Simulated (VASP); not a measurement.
# As (R-3m) in VASP: a series of runs

As is run at these levels: LDA; tasks: single point.

Everything below comes from runs of VASP 6.6.1. Logs are shortened: lines on timing, memory, paths and dates and some standing lists are left out, and cuts for length are marked.

## Step 1: The cell of the first run

It takes space group R-3m (No. 166, trigonal). The conventional cell has a = 3.760 Å, b = 3.760 Å, c = 9.983 Å, α = 90.00°, β = 90.00°, γ = 120.00°. As (site symmetry 3m) has 6 As at 2.52 to 2.99 Å within 3.3 Å.

## Step 2: Single point, LDA

INCAR

```
PREC = Accurate ; ENCUT = 500
EDIFF = 1E-6 ; ISMEAR = -1
SIGMA = 0.1 ; LREAL = False
LASPH = True ; NELM = 120
ALGO = Normal ; ISIF = 2
LWAVE = False ; LCHARG = False
GGA = CA ; NBANDS = 12
GGA_COMPAT = False
```

KPOINTS

```
Automatic mesh
0
Gamma
  11 11 11
```

POSCAR

```
As
1.0
    1.8799878575      1.0854114956      3.3276505507
   -1.8799878575      1.0854114956      3.3276505507
    0.0000000000     -2.1708229912      3.3276505507
As
2
Direct
    0.7695128170      0.7695128170      0.7695128170
    0.2304871830      0.2304871830      0.2304871830
```

Potentials or basis: VASP PAW LDA potentials, release 64 (As).

Command:

```bash
> cat potpaw_LDA.64/As/POTCAR > POTCAR
> mpirun -np 1 vasp_std > vasp.out
```

OUTCAR:

```text
PREC = Accurate
   ENCUT = 500
   EDIFF = 1E-6
   ISMEAR = -1
   LREAL = False
   LASPH = True
   NELM = 120
   ISIF = 2
   GGA = CA

 ion  position               nearest neighbor table
   1  0.770  0.770  0.770-   2 2.52   2 2.52   2 2.52
   2  0.230  0.230  0.230-   1 2.52   1 2.52   1 2.52

  LATTYP: Found a trigonal (rhomboedric) cell.
 ALAT       =     3.9731260547
 COS(alpha) =     0.5522089635

  Lattice vectors:

 A1 = (   1.8799878575,   1.0854114956,   3.3276505507)
 A2 = (  -1.8799878575,   1.0854114956,   3.3276505507)
 A3 = (   0.0000000000,  -2.1708229912,   3.3276505507)

Analysis of symmetry for initial positions (statically):
=====================================================================
 Subroutine PRICEL returns:
 Original cell was already a primitive cell.

 Routine SETGRP: Setting up the symmetry group for a
 trigonal (rhombohedral) supercell.

 Subroutine GETGRP returns: Found 12 space group operations
 (whereof 12 operations were pure point group operations)
 out of a pool of 12 trial point group operations.

The static configuration has the point symmetry D_3d.

Analysis of symmetry for dynamics (positions and initial velocities):
=====================================================================
 Subroutine PRICEL returns:
 Original cell was already a primitive cell.

 Routine SETGRP: Setting up the symmetry group for a
 trigonal (rhombohedral) supercell.

 Subroutine GETGRP returns: Found 12 space group operations
 (whereof 12 operations were pure point group operations)
 out of a pool of 12 trial point group operations.

The dynamic configuration has the point symmetry D_3d.

 Subroutine INISYM returns: Found 12 space group operations
 (whereof 12 operations are pure point group operations),
 and found     1 'primitive' translations

----------------------------------------------------------------------------------------

                                     Primitive cell

  volume of cell :      40.7416

  direct lattice vectors                    reciprocal lattice vectors
     1.879987857  1.085411496  3.327650551     0.265959165  0.153551595  0.100170775
    -1.879987857  1.085411496  3.327650551    -0.265959165  0.153551595  0.100170775
     0.000000000 -2.170822991  3.327650551     0.000000000 -0.307103191  0.100170775

  length of vectors
     3.973126055  3.973126055  3.973126055     0.323027172  0.323027172  0.323027172

  position of ions in fractional coordinates (direct lattice)
     0.769512817  0.769512817  0.769512817
     0.230487183  0.230487183  0.230487183

  ion indices of the primitive-cell ions
   primitive index   ion index
                 1           1
                 2           2

----------------------------------------------------------------------------------------

 KPOINTS: Automatic mesh

Automatic generation of k-mesh.
 Grid dimensions read from file:
 generate k-points for:   11   11   11

 Generating k-lattice:

  Cartesian coordinates                     Fractional coordinates (reciprocal lattice)
     0.024178106  0.013959236  0.009106434     0.090909091  0.000000000  0.000000000
    -0.024178106  0.013959236  0.009106434     0.000000000  0.090909091  0.000000000
     0.000000000 -0.027918472  0.009106434     0.000000000  0.000000000  0.090909091

  Length of vectors
     0.029366107  0.029366107  0.029366107

  Shift w.r.t. Gamma in fractional coordinates (k-lattice)
     0.000000000  0.000000000  0.000000000

 Subroutine IBZKPT returns following result:
 ===========================================

 Found    146 irreducible k-points:

 Following reciprocal coordinates:
            Coordinates               Weight
  0.000000  0.000000  0.000000      1.000000
  0.090909 -0.000000 -0.000000      6.000000
  0.181818 -0.000000 -0.000000      6.000000
  0.272727 -0.000000  0.000000      6.000000
  0.363636 -0.000000  0.000000      6.000000
  0.454545 -0.000000 -0.000000      6.000000
[... 16 lines left out ...]
 -0.272727  0.181818  0.000000     12.000000
 -0.181818  0.181818  0.000000      6.000000
 [... further k-points ...]
   k-points           NKPTS =    146   k-points in BZ     NKDIM =    146   number of bands    NBANDS=     12
   number of dos      NEDOS =    301   number of ions     NIONS =      2
   total plane-waves  NPLWV =  27000
   dimension x,y,z NGX =    30 NGY =   30 NGZ =   30
   dimension x,y,z NGXF=    60 NGYF=   60 NGZF=   60
   ions per type =               2
   NGX,Y,Z   is equivalent  to a cutoff of  12.55, 12.55, 12.55 a.u.
   NGXF,Y,Z  is equivalent  to a cutoff of  25.11, 25.11, 25.11 a.u.
 SYSTEM =  unknown system
   PREC   = accura    normal or accurate (medium, high low for compatibility)
   ISTART =      0    job   : 0-new  1-cont  2-samecut
   ICHARG =      2    charge: 1-file 2-atom 10-const
   ISPIN  =      1    spin polarized calculation?
   LNONCOLLINEAR =      F non collinear calculations
   LSORBIT =      F    spin-orbit coupling
   LASPH  =      T    aspherical Exc in radial PAW
   ENCUT  =  500.0 eV  36.75 Ry    6.06 a.u.   7.24  7.24  7.24*2*pi/ulx,y,z
   NELM   =    120;   NELMIN=  2; NELMDL= -5     # of ELM steps
   EDIFF  = 0.1E-05   stopping-criterion for ELM
   LREAL  =      F    real-space projection
   EDIFFG = 0.1E-04   stopping-criterion for IOM
   NSW    =      0    number of steps for IOM
   IBRION =     -1    ionic relax: 0-MD 1-quasi-New 2-CG
   NFREE  =      0    steps in history (QN), initial steepest desc. (CG)
   ISIF   =      2    stress and relaxation
   ISYM   =      2    0-nonsym 1-usesym 2-fastsym
   POTIM  = 0.5000    time-step for ionic-motion
   TEBEG  =    0.0;   TEEND  =   0.0 temperature during run
   PSTRESS=    0.0 pullay stress
   NELECT =      10.0000    total number of electrons
   NUPDOWN=      -1.0000    fix difference up-down
   EMIN   =  10.00;   EMAX   =-10.00  energy-range for DOS
   EFERMI =   0.00;   METHOD = LEGACY
   ISMEAR =    -1;   SIGMA  =   0.10  broadening in eV -4-tet -1-fermi 0-gaus
   EFERMI_NEDOS =   21; number of points for ismear=-14 and -15
   IALGO  =     38    algorithm
   IMIX   =      4    mixing-type and parameters
     AMIX     =   0.40;   BMIX     =  1.00
     AMIX_MAG =   1.60;   BMIX_MAG =  1.00
  volume/ion in A,a.u.               =      20.37       137.47
  Fermi-wavevector in a.u.,A,eV,Ry     =   1.025011  1.936991 14.294939  1.050648
  Thomas-Fermi vector in A             =   2.158829
   LORBIT       =      0    0 simple, 1 ext, 2 COOP (PROOUT), +10 PAW based schemes
   GGA     = CA    functional components
   LHFCALC =     F    Hartree Fock is set to
   AEXX    =    0.0000 exact exchange contribution
   IVDW    =     0    specifies the selected vdW correction
   LEPSILON=     F    determine dielectric tensor
   LRPA    =     F    only Hartree local field effects (RPA)
 non-spin polarized calculation
  energy-cutoff  :      500.00
  volume of cell :       40.74
 maximum number of plane-waves:      1050
 NGX is ok and might be reduce to    30
   NGX = 15   NGY = 15   NGZ = 15

 number of electron      10.0000001 magnetization

 Free energy of the ion-electron system (eV)
  ---------------------------------------------------
  ext. energy  EPLUGINS =         0.00000000
  ---------------------------------------------------
  free energy    TOTEN  =       -10.78952285 eV

  energy without entropy =      -10.78373605  energy(sigma->0) =      -10.78662945

 E-fermi :   6.0439     XC(G=0): -10.4162

 val. band max:        5.9701130200   @ k =   0.4545  -0.0000  -0.0000
 cond. band min:       6.1889097272   @ k =   0.3636   0.1818   0.1818
 fundamental gap:      0.2187967073
 Fermi energy:         6.0439406719

 k-point     1 :       0.0000    0.0000    0.0000
  band No.  band energies     occupation
      1      -9.3312      2.00000
      2       0.5287      2.00000
      3       3.6161      2.00000
      4       3.8877      2.00000
      5       3.8877      2.00000
      6       8.1490      0.00000
      7       9.1823      0.00000
      8       9.1823      0.00000
      9      12.4809      0.00000
     10      12.4809      0.00000
     11      12.9155      0.00000
     12      14.6069      0.00000

 k-point     2 :       0.0909   -0.0000   -0.0000
  band No.  band energies     occupation
      1      -9.2171      2.00000
      2       0.0253      2.00000
      3       3.6341      2.00000
      4       3.8338      2.00000
      5       4.0293      2.00000
      6       8.2213      0.00000
      7       8.9255      0.00000
      8       8.9878      0.00000
      9      11.9225      0.00000
     10      12.4174      0.00000
     11      12.5053      0.00000
     12      15.3820      0.00000

 k-point     3 :       0.1818   -0.0000   -0.0000
  band No.  band energies     occupation
      1      -8.8766      2.00000
      2      -1.1326      2.00000
      3       3.5563      2.00000
      4       3.7046      2.00000
      5       4.4001      2.00000
      6       7.9568      0.00000
      7       8.3681      0.00000
      8       8.4316      0.00000
      9      11.6649      0.00000
     10      12.4174      0.00000
     11      12.8267      0.00000
     12      17.0424      0.00000
[... 286 lines left out ...]
 k-point    23 :      -0.2727    0.1818    0.0000
  band No.  band energies     occupation
      1      -7.4059      2.00000
      2      -3.6768      2.00000
      3       1.3172      2.00000
      4       4.0300      2.00000
      5       4.3959      2.00000
      6       6.6168      0.00648
      7       7.1294      0.00004
      8      10.2221      0.00000
      9      12.1526      0.00000
     10      14.0451      0.00000
     11      16.8308      0.00000
     12      18.1142      0.00000

 k-point    24 :      -0.1818    0.1818    0.0000
  band No.  band energies     occupation
      1      -8.1038      2.00000
      2      -2.6175      2.00000
      3       1.8786      2.00000
      4       4.5033      2.00000
      5       4.5393      2.00000
      6       6.6315      0.00560
      7       7.0840      0.00006
      8       9.9214      0.00000
      9      11.3638      0.00000
     10      13.5367      0.00000
     11      16.0226      0.00000
     12      16.0529      0.00000

 [... further k-points ...]

------------------------ aborting loop because EDIFF is reached ----------------------------------------

  FORCE on cell =-STRESS in cart. coord.  units (eV):
  Direction    XX          YY          ZZ          XY          YZ          ZX
  --------------------------------------------------------------------------------------
  -------------------------------------------------------------------------------------
  Total        0.1252546      0.1252546      0.1017329      0.0000000     -0.0000000      0.0000000
  in kB        4.9256758      4.9256758      4.0006797      0.0000000     -0.0000000      0.0000000
  external PRESSURE =       4.6173438 kB  Pullay stress =       0.0000000 kB

 VOLUME and BASIS-vectors are now :
 -----------------------------------------------------------------------------
  energy-cutoff  :      500.00
  volume of cell :       40.74
      direct lattice vectors                 reciprocal lattice vectors
     1.879987857  1.085411496  3.327650551     0.265959165  0.153551595  0.100170775
    -1.879987857  1.085411496  3.327650551    -0.265959165  0.153551595  0.100170775
     0.000000000 -2.170822991  3.327650551     0.000000000 -0.307103191  0.100170775

 POSITION                                       TOTAL-FORCE (eV/Angst)
 -----------------------------------------------------------------------------------
      0.00000      0.00000      7.68201         0.000000     -0.000000     -0.078245
      0.00000      0.00000      2.30094         0.000000      0.000000      0.078245
 -----------------------------------------------------------------------------------
    total drift:                               -0.000000      0.000000      0.000000

  FREE ENERGIE OF THE ION-ELECTRON SYSTEM (eV)
  ---------------------------------------------------
  free  energy   TOTEN  =       -10.7895228490 eV

  energy  without entropy=      -10.7837360463  energy(sigma->0) =      -10.78662945
```

Run time: 95 s. Hardware: 1 thread of Intel Xeon 8259CL, shared host; peak memory 0.18 GiB.

Results:

```yaml
Free_energy: -10.7895 eV
Pressure: 0.5 GPa
Largest_force: 0.078 eV/Å
Band_gap_on_the_k_mesh: zero (bands 5 and 6 overlap by 0.22 eV)
```

Forces in eV/Å, atoms in the order of the input:
```
As   0.000  0.000 -0.078
As   0.000  0.000  0.078
```

Stress tensor (GPa, compression positive):
```
0.49 0.00 0.00
0.00 0.49 0.00
0.00 0.00 0.40
```

(Part 1 of 2 ends here.)
